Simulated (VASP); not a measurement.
# Al2InN3 (Cmc2_1) in VASP: notebook

Al2InN3 is run at these levels: PBE; tasks: single point.

Program: VASP 6.6.1. These are calculated values, not measurements. Logs are shortened: lines on timing, memory, paths and dates and some standing lists are left out, and cuts for length are marked.

## Step 1: The cell of the first run

It takes space group Cmc2_1 (No. 36, orthorhombic). Conventional cell: a = 9.834 Å, b = 5.655 Å, c = 5.144 Å, α = 90.00°, β = 90.00°, γ = 90.00°. Within 2.5 Å of Al (site symmetry 1) lie 4 N at 1.89 to 1.90 Å. Within 3.0 Å of In (site symmetry m) lie 5 N at 2.17 to 2.96 Å. Within 2.5 Å of N (site symmetry 1) lie 3 Al at 1.89 to 1.90 Å and 1 In at 2.17 Å. N (site symmetry m) has 2 Al at 1.90 Å and 2 In at 2.18 to 2.19 Å within 2.5 Å.

## Step 2: Single point, PBE (strain along c alone, the other axes held: -2.0 %, then relaxed in part)

The input, INCAR:

```
SYSTEM = Al2InN3
ALGO = Normal
EDIFF = 1E-6
ENCUT = 520
GGA = PE
ISIF = 2
ISMEAR = 0
LASPH = .TRUE.
LCHARG = .FALSE.
LREAL = .FALSE.
LWAVE = .FALSE.
NBANDS = 46
NELM = 60
PREC = Accurate
SIGMA = 0.02
```

The input, KPOINTS:

```
k-points
0
G
  6 6 6
  0 0 0
```

The input, POSCAR:

```
Al2InN3
1.0
    4.9170037426     -2.8277246663      0.0000000000
    4.9170037426      2.8277246663      0.0000000000
    0.0000000000      0.0000000000      5.1444191803
Al In N
4 2 6
Direct
    0.0084115532      0.3349104982      0.9905693548
    0.6650895018      0.9915884468      0.9905693548
    0.9915884468      0.6650895018      0.4905693548
    0.3349104982      0.0084115532      0.4905693548
    0.3219670267      0.6780329733      0.9829462460
    0.6780329733      0.3219670267      0.4829462460
    0.0370455027      0.3335780965      0.3579064098
    0.6664219035      0.9629544973      0.3579064098
    0.9629544973      0.6664219035      0.8579064098
    0.3335780965      0.0370455027      0.8579064098
    0.2981587952      0.7018412048      0.4081021948
    0.7018412048      0.2981587952      0.9081021948
```

Potentials or basis: VASP PAW PBE potentials, release 64 (Al, In_d, N).

Started as:

```
cat potpaw_PBE.64/Al/POTCAR potpaw_PBE.64/In_d/POTCAR potpaw_PBE.64/N/POTCAR > POTCAR
mpirun -np 1 vasp_std > vasp.out
```

OUTCAR:

```text
SYSTEM = Al2InN3
   EDIFF = 1E-6
   ENCUT = 520
   GGA = PE
   ISIF = 2
   ISMEAR = 0
   LASPH = .TRUE.
   LREAL = .FALSE.
   NELM = 60
   PREC = Accurate

 ion  position               nearest neighbor table
   1  0.008  0.335  0.991-   9 1.89  10 1.89   7 1.90  12 1.90   3 3.15   3 3.15   4 3.17   4 3.17
                             6 3.17   2 3.22   2 3.22   5 3.22   5 3.23   6 3.24   5 3.37
   2  0.665  0.992  0.991-  10 1.89   9 1.89   8 1.90  12 1.90   4 3.15   4 3.15   3 3.17   3 3.17
                             6 3.17   1 3.22   1 3.22   5 3.22   5 3.23   6 3.24   5 3.37
   3  0.992  0.665  0.491-   7 1.89   8 1.89   9 1.90  11 1.90   1 3.15   1 3.15   2 3.17   2 3.17
                             5 3.17   4 3.22   4 3.22   6 3.22   6 3.23   5 3.24   6 3.37
   4  0.335  0.008  0.491-   8 1.89   7 1.89  10 1.90  11 1.90   2 3.15   2 3.15   1 3.17   1 3.17
                             5 3.17   3 3.22   3 3.22   6 3.22   6 3.23   5 3.24   6 3.37
   5  0.322  0.678  0.983-   9 2.17  10 2.17  12 2.18  11 2.19   3 3.17   4 3.17   1 3.22   2 3.22
                             2 3.23   1 3.23   4 3.24   3 3.24   6 3.27   6 3.27   2 3.37   1 3.37
   6  0.678  0.322  0.483-   7 2.17   8 2.17  11 2.18  12 2.19   1 3.17   2 3.17   4 3.22   3 3.22
                             4 3.23   3 3.23   2 3.24   1 3.24   5 3.27   5 3.27   4 3.37   3 3.37
   7  0.037  0.334  0.358-   3 1.89   4 1.89   1 1.90   6 2.17
   8  0.666  0.963  0.358-   4 1.89   3 1.89   2 1.90   6 2.17
   9  0.963  0.666  0.858-   1 1.89   2 1.89   3 1.90   5 2.17
  10  0.334  0.037  0.858-   2 1.89   1 1.89   4 1.90   5 2.17
  11  0.298  0.702  0.408-   3 1.90   4 1.90   6 2.18   5 2.19
  12  0.702  0.298  0.908-   1 1.90   2 1.90   5 2.18   6 2.19

  LATTYP: Found a base centered orthorhombic cell.
 ALAT       =     5.6554493326
 B/A-ratio  =     1.7388552009
 C/A-ratio  =     0.9096393368

  Lattice vectors:

 A1 = (  -4.9170037426,  -2.8277246663,   0.0000000000)
 A2 = (   4.9170037426,  -2.8277246663,   0.0000000000)
 A3 = (   0.0000000000,   0.0000000000,   5.1444191803)

Analysis of symmetry for initial positions (statically):
=====================================================================
 Subroutine PRICEL returns:
 Original cell was already a primitive cell.

 Routine SETGRP: Setting up the symmetry group for a
 base centered orthorhombic supercell.

 Subroutine GETGRP returns: Found  4 space group operations
 (whereof  2 operations were pure point group operations)
 out of a pool of  8 trial point group operations.

The static configuration has the point symmetry C_1h.
 The point group associated with its full space group is C_2v.

Analysis of symmetry for dynamics (positions and initial velocities):
=====================================================================
 Subroutine PRICEL returns:
 Original cell was already a primitive cell.

 Routine SETGRP: Setting up the symmetry group for a
 base centered orthorhombic supercell.

 Subroutine GETGRP returns: Found  4 space group operations
 (whereof  2 operations were pure point group operations)
 out of a pool of  8 trial point group operations.

The dynamic configuration has the point symmetry C_1h.
 The point group associated with its full space group is C_2v.

 Subroutine INISYM returns: Found  4 space group operations
 (whereof  2 operations are pure point group operations),
 and found     1 'primitive' translations

----------------------------------------------------------------------------------------

                                     Primitive cell

  volume of cell :     143.0553

  direct lattice vectors                    reciprocal lattice vectors
     4.917003743 -2.827724666  0.000000000     0.101687944 -0.176820610  0.000000000
     4.917003743  2.827724666  0.000000000     0.101687944  0.176820610  0.000000000
     0.000000000  0.000000000  5.144419180     0.000000000  0.000000000  0.194385404

  length of vectors
     5.672120643  5.672120643  5.144419180     0.203975405  0.203975405  0.194385404

  position of ions in fractional coordinates (direct lattice)
     0.008411553  0.334910498  0.990569355
     0.665089502  0.991588447  0.990569355
     0.991588447  0.665089502  0.490569355
     0.334910498  0.008411553  0.490569355
     0.321967027  0.678032973  0.982946246
     0.678032973  0.321967027  0.482946246
     0.037045503  0.333578096  0.357906410
     0.666421904  0.962954497  0.357906410
     0.962954497  0.666421904  0.857906410
     0.333578096  0.037045503  0.857906410
     0.298158795  0.701841205  0.408102195
     0.701841205  0.298158795  0.908102195

  ion indices of the primitive-cell ions
   primitive index   ion index
                 1           1
                 2           2
                 3           3
                 4           4
                 5           5
                 6           6
                 7           7
                 8           8
                 9           9
                10          10
                11          11
                12          12

----------------------------------------------------------------------------------------

 KPOINTS: k-points

Automatic generation of k-mesh.
 Grid dimensions read from file:
 generate k-points for:    6    6    6

 Generating k-lattice:

  Cartesian coordinates                     Fractional coordinates (reciprocal lattice)
     0.016947991 -0.029470102  0.000000000     0.166666667  0.000000000  0.000000000
     0.016947991  0.029470102  0.000000000     0.000000000  0.166666667  0.000000000
     0.000000000  0.000000000  0.032397567     0.000000000  0.000000000  0.166666667

  Length of vectors
     0.033995901  0.033995901  0.032397567

  Shift w.r.t. Gamma in fractional coordinates (k-lattice)
     0.000000000  0.000000000  0.000000000

 Subroutine IBZKPT returns following result:
 ===========================================

 Found     52 irreducible k-points:

 Following reciprocal coordinates:
            Coordinates               Weight
  0.000000  0.000000  0.000000      1.000000
  0.166667  0.000000  0.000000      4.000000
  0.333333  0.000000  0.000000      4.000000
  0.500000  0.000000  0.000000      2.000000
  0.166667  0.166667  0.000000      2.000000
  0.333333  0.166667  0.000000      4.000000
[... 16 lines left out ...]
  0.333333  0.333333  0.166667      4.000000
  0.500000  0.333333  0.166667      8.000000
 [... further k-points ...]
   k-points           NKPTS =     52   k-points in BZ     NKDIM =     52   number of bands    NBANDS=     46
   number of dos      NEDOS =    301   number of ions     NIONS =     12
   total plane-waves  NPLWV =  70560
   dimension x,y,z NGX =    42 NGY =   42 NGZ =   40
   dimension x,y,z NGXF=    84 NGYF=   84 NGZF=   80
   ions per type =               4   2   6
   NGX,Y,Z   is equivalent  to a cutoff of  12.31, 12.31, 12.93 a.u.
   NGXF,Y,Z  is equivalent  to a cutoff of  24.62, 24.62, 25.85 a.u.
 SYSTEM =  Al2InN3
   PREC   = accura    normal or accurate (medium, high low for compatibility)
   ISTART =      0    job   : 0-new  1-cont  2-samecut
   ICHARG =      2    charge: 1-file 2-atom 10-const
   ISPIN  =      1    spin polarized calculation?
   LNONCOLLINEAR =      F non collinear calculations
   LSORBIT =      F    spin-orbit coupling
   LASPH  =      T    aspherical Exc in radial PAW
   ENCUT  =  520.0 eV  38.22 Ry    6.18 a.u.  10.55 10.55  9.57*2*pi/ulx,y,z
   NELM   =     60;   NELMIN=  2; NELMDL= -5     # of ELM steps
   EDIFF  = 0.1E-05   stopping-criterion for ELM
   LREAL  =      F    real-space projection
   EDIFFG = 0.1E-04   stopping-criterion for IOM
   NSW    =      0    number of steps for IOM
   IBRION =     -1    ionic relax: 0-MD 1-quasi-New 2-CG
   NFREE  =      0    steps in history (QN), initial steepest desc. (CG)
   ISIF   =      2    stress and relaxation
   ISYM   =      2    0-nonsym 1-usesym 2-fastsym
   POTIM  = 0.5000    time-step for ionic-motion
   TEBEG  =    0.0;   TEEND  =   0.0 temperature during run
   PSTRESS=    0.0 pullay stress
   NELECT =      68.0000    total number of electrons
   NUPDOWN=      -1.0000    fix difference up-down
   EMIN   =  10.00;   EMAX   =-10.00  energy-range for DOS
   EFERMI =   0.00;   METHOD = LEGACY
   ISMEAR =     0;   SIGMA  =   0.02  broadening in eV -4-tet -1-fermi 0-gaus
   EFERMI_NEDOS =   21; number of points for ismear=-14 and -15
   IALGO  =     38    algorithm
   IMIX   =      4    mixing-type and parameters
     AMIX     =   0.40;   BMIX     =  1.00
     AMIX_MAG =   1.60;   BMIX_MAG =  1.00
  volume/ion in A,a.u.               =      11.92        80.45
  Fermi-wavevector in a.u.,A,eV,Ry     =   1.277644  2.414397 22.209793  1.632374
  Thomas-Fermi vector in A             =   2.410232
   LORBIT       =      0    0 simple, 1 ext, 2 COOP (PROOUT), +10 PAW based schemes
   GGA     = PE    functional components
   LHFCALC =     F    Hartree Fock is set to
   AEXX    =    0.0000 exact exchange contribution
   IVDW    =     0    specifies the selected vdW correction
   LEPSILON=     F    determine dielectric tensor
   LRPA    =     F    only Hartree local field effects (RPA)
 non-spin polarized calculation
 Gauss-broadening in eV      SIGMA  =   0.02
  energy-cutoff  :      520.00
  volume of cell :      143.06
 maximum number of plane-waves:      3870
   NGX = 21   NGY = 21   NGZ = 19

 number of electron      68.0000019 magnetization

 Free energy of the ion-electron system (eV)
  ---------------------------------------------------
  ext. energy  EPLUGINS =         0.00000000
  ---------------------------------------------------
  free energy    TOTEN  =       -80.77624459 eV

  energy without entropy =      -80.77624459  energy(sigma->0) =      -80.77624459

 E-fermi :   6.4961     XC(G=0): -10.9484

 val. band max:        6.3602776634   @ k =   0.0000   0.0000   0.0000
 cond. band min:       8.5632379861   @ k =   0.0000   0.0000   0.0000
 fundamental gap:      2.2029603227
 Fermi energy:         6.4961112291

 k-point     1 :       0.0000    0.0000    0.0000
  band No.  band energies     occupation
      1      -8.5173      2.00000
      2      -7.9305      2.00000
      3      -7.5948      2.00000
      4      -7.3903      2.00000
      5      -7.3397      2.00000
      6      -7.1924      2.00000
[... 38 lines left out ...]
     45      15.7737      0.00000
     46      16.3743      0.00000

 k-point     2 :       0.1667    0.0000    0.0000
  band No.  band energies     occupation
      1      -8.4383      2.00000
      2      -7.9049      2.00000
      3      -7.6054      2.00000
      4      -7.4766      2.00000
      5      -7.2825      2.00000
      6      -7.1565      2.00000
[... 38 lines left out ...]
     45      15.5971      0.00000
     46      15.8638      0.00000

 k-point     3 :       0.3333    0.0000    0.0000
  band No.  band energies     occupation
      1      -8.2428      2.00000
      2      -7.8610      2.00000
      3      -7.6563      2.00000
      4      -7.5522      2.00000
      5      -7.2484      2.00000
      6      -7.0584      2.00000
[... 1018 lines left out ...]
     45      15.3314      0.00000
     46      15.8137      0.00000

 k-point    24 :       0.5000    0.3333    0.1667
  band No.  band energies     occupation
      1      -8.0508      2.00000
      2      -7.8976      2.00000
      3      -7.6909      2.00000
      4      -7.3463      2.00000
      5      -7.2976      2.00000
      6      -7.0739      2.00000
[... 38 lines left out ...]
     45      15.5004      0.00000
     46      15.6563      0.00000

 [... further k-points ...]

------------------------ aborting loop because EDIFF is reached ----------------------------------------

  FORCE on cell =-STRESS in cart. coord.  units (eV):
  Direction    XX          YY          ZZ          XY          YZ          ZX
  --------------------------------------------------------------------------------------
  -------------------------------------------------------------------------------------
  Total        1.6899828      1.7319673      5.5152416      0.0000000      0.0000000      0.0000000
  in kB       18.9273090     19.3975226     61.7690783      0.0000000      0.0000000      0.0000000
  external PRESSURE =      33.3646366 kB  Pullay stress =       0.0000000 kB

 VOLUME and BASIS-vectors are now :
 -----------------------------------------------------------------------------
  energy-cutoff  :      520.00
  volume of cell :      143.06
      direct lattice vectors                 reciprocal lattice vectors
     4.917003743 -2.827724666  0.000000000     0.101687944 -0.176820610  0.000000000
     4.917003743  2.827724666  0.000000000     0.101687944  0.176820610  0.000000000
     0.000000000  0.000000000  5.144419180     0.000000000  0.000000000  0.194385404

 POSITION                                       TOTAL-FORCE (eV/Angst)
 -----------------------------------------------------------------------------------
      1.68812      0.92325      5.09590        -0.001356      0.000625     -0.000080
      8.14589      0.92325      5.09590         0.001356      0.000625     -0.000080
      8.14589     -0.92325      2.52369         0.001356     -0.000625     -0.000080
      1.68812     -0.92325      2.52369        -0.001356     -0.000625     -0.000080
      4.91700      1.00686      5.05669         0.000000      0.000921     -0.006738
      4.91700     -1.00686      2.48448         0.000000     -0.000921     -0.006738
      1.82236      0.83851      1.84122         0.023345     -0.011134     -0.008084
      8.01165      0.83851      1.84122        -0.023345     -0.011134     -0.008084
      8.01165     -0.83851      4.41343        -0.023345      0.011134     -0.008084
      1.82236     -0.83851      4.41343         0.023345      0.011134     -0.008084
      4.91700      1.14150      2.09945         0.000000      0.027897      0.023065
      4.91700     -1.14150      4.67166         0.000000     -0.027897      0.023065
 -----------------------------------------------------------------------------------
    total drift:                               -0.000001      0.000000     -0.001662

  FREE ENERGIE OF THE ION-ELECTRON SYSTEM (eV)
  ---------------------------------------------------
  free  energy   TOTEN  =       -80.7762445948 eV

  energy  without entropy=      -80.7762445948  energy(sigma->0) =      -80.77624459
```

Wall time 10 min (1 thread of Oxide Virtual Turin-like, shared host); peak memory 0.39 GiB.

Results:

```yaml
Free_energy: -80.7762 eV
Pressure: 3.3 GPa
Largest_force: 0.036 eV/Å
Band_gap_on_the_k_mesh: 2.20 eV
```

Forces in eV/Å, atoms in the order of the input:
```
Al  -0.001  0.001  0.000
Al   0.001  0.001  0.000
Al   0.001 -0.001  0.000
Al  -0.001 -0.001  0.000
In   0.000  0.001 -0.007
In   0.000 -0.001 -0.007
N    0.023 -0.011 -0.008
N   -0.023 -0.011 -0.008
N   -0.023  0.011 -0.008
N    0.023  0.011 -0.008
N    0.000  0.028  0.023
N    0.000 -0.028  0.023
```

Caveat: the cell differs from its parent crystal (strain along c alone, the other axes held: -2.0 %, then relaxed in part); the cell stands under pressure; spin-orbit coupling is left out, which moves the levels of the heavy elements. A k mesh can miss the band edges.

(Part 1 of 2 ends here.)
